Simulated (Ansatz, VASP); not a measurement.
## Two plane-wave programs on Mg3Sb2

```
Mg Sb
1.0
     4.58200    0.00000    0.00000
    -2.29100    3.96813    0.00000
     0.00000    0.00000    7.24400
Mg Sb
3 2
Direct
  0.33333 0.66667 0.63257
  0.66667 0.33333 0.36743
  0.00000 0.00000 0.00000
  0.33333 0.66667 0.22545
  0.66667 0.33333 0.77455
```

Alike in both runs: functional PBEsol; k mesh 6 × 6 × 4; no spin polarisation.

Ansatz relaxed the structure, and its values are those at the end. VASP's run is a single point on that final structure, the one shown.

|  | VASP | Ansatz |
| --- | --- | --- |
| version | VASP 6.6.1 | Ansatz 0.2.0 |
| potentials or method | VASP PAW PBE potentials, release 64 (Mg, Sb), cutoff 600 eV | plane waves, PAW |
| occupations | gaussian, width 0.01 eV | fixed |
| valence electrons in the cell | 16 | 60 |

```tsv
	VASP	Ansatz	Ansatz less VASP
rms of the force components (eV/Å)	0.008	0.003	-0.0050
```

VASP's potentials were made for PBE, not for PBEsol. VASP's potentials hold 16 valence electrons a cell and Ansatz's 60, so a difference there can come from the potentials and not from the codes.

Neither program's run includes spin-orbit coupling.
